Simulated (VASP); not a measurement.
# Br (Fd-3m) in VASP: a series of runs

Br is run at these levels: PBE; tasks: single point.

Everything below comes from runs of VASP 6.6.1. Logs are shortened: lines on timing, memory, paths and dates and some standing lists are left out, and cuts for length are marked.

**1. The cell of the first run**

It takes space group Fd-3m (No. 227, cubic). The conventional cell has a = 5.624 Å, b = 5.624 Å, c = 5.624 Å, α = 90.00°, β = 90.00°, γ = 90.00°. Within 3.2 Å of Br (site symmetry -43m) lie 4 Br at 2.44 Å.

**2. Single point, PBE**

File INCAR:

```
SYSTEM = Br
PREC     = Accurate       ! precision mode
ENCUT    = 500            ! plane-wave cutoff, eV
EDIFF    = 1E-6           ! SCF threshold, eV
ISMEAR   = -1             ! smearing method
SIGMA    = 0.02           ! smearing width, eV
LREAL    = .False.        ! projectors in reciprocal space
LASPH    = .True.         ! aspherical terms in the spheres
NELM     = 120            ! most SCF steps
ALGO     = Normal         ! electronic algorithm
ISIF     = 2              ! what is computed and relaxed
LWAVE    = .False.        ! write WAVECAR
LCHARG   = .False.        ! write CHGCAR
GGA      = PE             ! functional
NBANDS   = 14             ! bands
GGA_COMPAT= .False.
```

File KPOINTS:

```
regular mesh
0
Gamma
  11 11 11
  0 0 0
```

File POSCAR:

```
Br
1.0
    0.0000000000      2.8119029631      2.8119029631
    2.8119029631      0.0000000000      2.8119029631
    2.8119029631      2.8119029631      0.0000000000
Br
2
Direct
    1.0000000000      1.0000000000      1.0000000000
    0.2500000000      0.2500000000      0.2500000000
```

Potentials or basis: VASP PAW PBE potentials, release 64 (Br).

Launch:

```bash
$ cat potpaw_PBE.64/Br/POTCAR > POTCAR
$ mpirun -np 1 vasp_std > vasp.out
```

OUTCAR:

```text
SYSTEM = Br
   PREC = Accurate
   ENCUT = 500
   EDIFF = 1E-6
   ISMEAR = -1
   LREAL = .False.
   LASPH = .True.
   NELM = 120
   ISIF = 2
   GGA = PE

 ion  position               nearest neighbor table
   1  0.000  0.000  0.000-   2 2.44   2 2.44   2 2.44   2 2.44
   2  0.250  0.250  0.250-   1 2.44   1 2.44   1 2.44   1 2.44

  LATTYP: Found a face centered cubic cell.
 ALAT       =     5.6238059262

  Lattice vectors:

 A1 = (   0.0000000000,   2.8119029631,   2.8119029631)
 A2 = (   2.8119029631,   0.0000000000,   2.8119029631)
 A3 = (   2.8119029631,   2.8119029631,   0.0000000000)

Analysis of symmetry for initial positions (statically):
=====================================================================
 Subroutine PRICEL returns:
 Original cell was already a primitive cell.

 Routine SETGRP: Setting up the symmetry group for a
 face centered cubic supercell.

 Subroutine GETGRP returns: Found 48 space group operations
 (whereof 24 operations were pure point group operations)
 out of a pool of 48 trial point group operations.

The static configuration has the point symmetry T_d .
 The point group associated with its full space group is O_h .

Analysis of symmetry for dynamics (positions and initial velocities):
=====================================================================
 Subroutine PRICEL returns:
 Original cell was already a primitive cell.

 Routine SETGRP: Setting up the symmetry group for a
 face centered cubic supercell.

 Subroutine GETGRP returns: Found 48 space group operations
 (whereof 24 operations were pure point group operations)
 out of a pool of 48 trial point group operations.

The dynamic configuration has the point symmetry T_d .
 The point group associated with its full space group is O_h .

 Subroutine INISYM returns: Found 48 space group operations
 (whereof 24 operations are pure point group operations),
 and found     1 'primitive' translations

----------------------------------------------------------------------------------------

                                     Primitive cell

  volume of cell :      44.4663

  direct lattice vectors                    reciprocal lattice vectors
     0.000000000  2.811902963  2.811902963    -0.177815524  0.177815524  0.177815524
     2.811902963  0.000000000  2.811902963     0.177815524 -0.177815524  0.177815524
     2.811902963  2.811902963  0.000000000     0.177815524  0.177815524 -0.177815524

  length of vectors
     3.976631306  3.976631306  3.976631306     0.307985523  0.307985523  0.307985523

  position of ions in fractional coordinates (direct lattice)
     0.000000000  0.000000000  0.000000000
     0.250000000  0.250000000  0.250000000

  ion indices of the primitive-cell ions
   primitive index   ion index
                 1           1
                 2           2

----------------------------------------------------------------------------------------

 KPOINTS: regular mesh

Automatic generation of k-mesh.
 Grid dimensions read from file:
 generate k-points for:   11   11   11

 Generating k-lattice:

  Cartesian coordinates                     Fractional coordinates (reciprocal lattice)
    -0.016165048  0.016165048  0.016165048     0.090909091  0.000000000  0.000000000
     0.016165048 -0.016165048  0.016165048     0.000000000  0.090909091  0.000000000
     0.016165048  0.016165048 -0.016165048     0.000000000  0.000000000  0.090909091

  Length of vectors
     0.027998684  0.027998684  0.027998684

  Shift w.r.t. Gamma in fractional coordinates (k-lattice)
     0.000000000  0.000000000  0.000000000

 Subroutine IBZKPT returns following result:
 ===========================================

 Found     56 irreducible k-points:

 Following reciprocal coordinates:
            Coordinates               Weight
  0.000000  0.000000  0.000000      1.000000
  0.090909  0.000000  0.000000      8.000000
  0.181818  0.000000  0.000000      8.000000
  0.272727  0.000000  0.000000      8.000000
  0.363636  0.000000  0.000000      8.000000
  0.454545  0.000000  0.000000      8.000000
[... 16 lines left out ...]
 -0.272727  0.181818  0.000000     24.000000
 -0.181818  0.181818  0.000000     12.000000
 [... further k-points ...]
   k-points           NKPTS =     56   k-points in BZ     NKDIM =     56   number of bands    NBANDS=     14
   number of dos      NEDOS =    301   number of ions     NIONS =      2
   total plane-waves  NPLWV =  27000
   dimension x,y,z NGX =    30 NGY =   30 NGZ =   30
   dimension x,y,z NGXF=    60 NGYF=   60 NGZF=   60
   ions per type =               2
   NGX,Y,Z   is equivalent  to a cutoff of  12.54, 12.54, 12.54 a.u.
   NGXF,Y,Z  is equivalent  to a cutoff of  25.08, 25.08, 25.08 a.u.
 SYSTEM =  Br
   PREC   = accura    normal or accurate (medium, high low for compatibility)
   ISTART =      0    job   : 0-new  1-cont  2-samecut
   ICHARG =      2    charge: 1-file 2-atom 10-const
   ISPIN  =      1    spin polarized calculation?
   LNONCOLLINEAR =      F non collinear calculations
   LSORBIT =      F    spin-orbit coupling
   LASPH  =      T    aspherical Exc in radial PAW
   ENCUT  =  500.0 eV  36.75 Ry    6.06 a.u.   7.25  7.25  7.25*2*pi/ulx,y,z
   NELM   =    120;   NELMIN=  2; NELMDL= -5     # of ELM steps
   EDIFF  = 0.1E-05   stopping-criterion for ELM
   LREAL  =      F    real-space projection
   EDIFFG = 0.1E-04   stopping-criterion for IOM
   NSW    =      0    number of steps for IOM
   IBRION =     -1    ionic relax: 0-MD 1-quasi-New 2-CG
   NFREE  =      0    steps in history (QN), initial steepest desc. (CG)
   ISIF   =      2    stress and relaxation
   ISYM   =      2    0-nonsym 1-usesym 2-fastsym
   POTIM  = 0.5000    time-step for ionic-motion
   TEBEG  =    0.0;   TEEND  =   0.0 temperature during run
   PSTRESS=    0.0 pullay stress
   NELECT =      14.0000    total number of electrons
   NUPDOWN=      -1.0000    fix difference up-down
   EMIN   =  10.00;   EMAX   =-10.00  energy-range for DOS
   EFERMI =   0.00;   METHOD = LEGACY
   ISMEAR =    -1;   SIGMA  =   0.02  broadening in eV -4-tet -1-fermi 0-gaus
   EFERMI_NEDOS =   21; number of points for ismear=-14 and -15
   IALGO  =     38    algorithm
   IMIX   =      4    mixing-type and parameters
     AMIX     =   0.40;   BMIX     =  1.00
     AMIX_MAG =   1.60;   BMIX_MAG =  1.00
  volume/ion in A,a.u.               =      22.23       150.04
  Fermi-wavevector in a.u.,A,eV,Ry     =   1.113714  2.104615 16.876120  1.240360
  Thomas-Fermi vector in A             =   2.250302
   LORBIT       =      0    0 simple, 1 ext, 2 COOP (PROOUT), +10 PAW based schemes
   GGA     = PE    functional components
   LHFCALC =     F    Hartree Fock is set to
   AEXX    =    0.0000 exact exchange contribution
   IVDW    =     0    specifies the selected vdW correction
   LEPSILON=     F    determine dielectric tensor
   LRPA    =     F    only Hartree local field effects (RPA)
 non-spin polarized calculation
  energy-cutoff  :      500.00
  volume of cell :       44.47
 maximum number of plane-waves:      1143
 NGX is ok and might be reduce to    30
   NGX = 15   NGY = 15   NGZ = 15

 number of electron      14.0000005 magnetization

 Free energy of the ion-electron system (eV)
  ---------------------------------------------------
  ext. energy  EPLUGINS =         0.00000000
  ---------------------------------------------------
  free energy    TOTEN  =         1.23815240 eV

  energy without entropy =        1.24168658  energy(sigma->0) =        1.23991949

 E-fermi :   5.5221     XC(G=0):  -9.6516

 val. band max:        5.5216220317   @ k =   0.4545   0.1818   0.0909
 cond. band min:       5.5371329311   @ k =   0.4545   0.2727   0.0909
 fundamental gap:      0.0155108994
 Fermi energy:         5.5220561231

 k-point     1 :       0.0000    0.0000    0.0000
  band No.  band energies     occupation
      1     -14.6675      2.00000
      2      -7.1341      2.00000
      3      -0.6954      2.00000
      4      -0.6954      2.00000
      5      -0.6954      2.00000
      6       2.7961      2.00000
      7       2.7961      2.00000
      8       2.7961      2.00000
      9       9.5838      0.00000
     10      12.6501      0.00000
     11      12.6501      0.00000
     12      15.3126      0.00000
     13      15.3126      0.00000
     14      15.3126      0.00000

 k-point     2 :       0.0909    0.0000    0.0000
  band No.  band energies     occupation
      1     -14.5928      2.00000
      2      -7.3812      2.00000
      3      -0.7947      2.00000
      4      -0.7947      2.00000
      5      -0.6782      2.00000
      6       2.9477      2.00000
      7       2.9477      2.00000
      8       2.9568      2.00000
      9       9.9121      0.00000
     10      12.3744      0.00000
     11      12.3744      0.00000
     12      15.0274      0.00000
     13      15.9196      0.00000
     14      15.9196      0.00000

 k-point     3 :       0.1818    0.0000    0.0000
  band No.  band energies     occupation
      1     -14.3757      2.00000
      2      -8.0141      2.00000
      3      -1.0274      2.00000
      4      -1.0274      2.00000
      5      -0.7196      2.00000
      6       3.3130      2.00000
      7       3.3130      2.00000
      8       3.5071      2.00000
      9      10.6982      0.00000
     10      12.0179      0.00000
     11      12.0179      0.00000
     12      14.6110      0.00000
     13      17.2405      0.00000
     14      17.2405      0.00000
[... 324 lines left out ...]
 k-point    23 :      -0.2727    0.1818    0.0000
  band No.  band energies     occupation
      1     -13.5330      2.00000
      2      -9.7444      2.00000
      3      -2.6320      2.00000
      4      -1.4960      2.00000
      5       0.3039      2.00000
      6       3.9835      2.00000
      7       4.1701      2.00000
      8       5.2789      1.99999
      9      11.3906      0.00000
     10      11.6329      0.00000
     11      12.7876      0.00000
     12      15.4975      0.00000
     13      16.9948      0.00000
     14      18.1405      0.00000

 k-point    24 :      -0.1818    0.1818    0.0000
  band No.  band energies     occupation
      1     -13.9165      2.00000
      2      -9.0501      2.00000
      3      -2.2281      2.00000
      4      -1.2293      2.00000
      5       0.0685      2.00000
      6       3.5985      2.00000
      7       3.7011      2.00000
      8       4.7824      2.00000
      9      11.2133      0.00000
     10      11.7518      0.00000
     11      12.3885      0.00000
     12      15.9860      0.00000
     13      16.7076      0.00000
     14      17.6052      0.00000

 [... further k-points ...]

------------------------ aborting loop because EDIFF is reached ----------------------------------------

  FORCE on cell =-STRESS in cart. coord.  units (eV):
  Direction    XX          YY          ZZ          XY          YZ          ZX
  --------------------------------------------------------------------------------------
  -------------------------------------------------------------------------------------
  Total       12.4961955     12.4961955     12.4961955      0.0000000      0.0000000     -0.0000000
  in kB      450.2538224    450.2538224    450.2538224      0.0000000      0.0000000     -0.0000000
  external PRESSURE =     450.2538224 kB  Pullay stress =       0.0000000 kB

 VOLUME and BASIS-vectors are now :
 -----------------------------------------------------------------------------
  energy-cutoff  :      500.00
  volume of cell :       44.47
      direct lattice vectors                 reciprocal lattice vectors
     0.000000000  2.811902963  2.811902963    -0.177815524  0.177815524  0.177815524
     2.811902963  0.000000000  2.811902963     0.177815524 -0.177815524  0.177815524
     2.811902963  2.811902963  0.000000000     0.177815524  0.177815524 -0.177815524

 POSITION                                       TOTAL-FORCE (eV/Angst)
 -----------------------------------------------------------------------------------
      0.00000      0.00000      0.00000         0.000000      0.000000      0.000000
      1.40595      1.40595      1.40595        -0.000000     -0.000000     -0.000000
 -----------------------------------------------------------------------------------
    total drift:                                0.000000     -0.000000      0.000000

  FREE ENERGIE OF THE ION-ELECTRON SYSTEM (eV)
  ---------------------------------------------------
  free  energy   TOTEN  =         1.2381523951 eV

  energy  without entropy=        1.2416865775  energy(sigma->0) =        1.23991949
```

Run time: 16 s. Hardware: 1 thread of AMD EPYC 9R45 (Zen 5), shared host; peak memory 0.15 GiB.

What came out:

```
Free energy            : 1.2382 eV
Pressure               : 45.0 GPa
Band gap on the k mesh : zero (bands 7 and 8 overlap by 3.97 eV)
```

Caveat: the cell stands under pressure.

[end of part 1 of 2]

The gap in the log of VASP goes by the Fermi energy; the results here count the filled bands.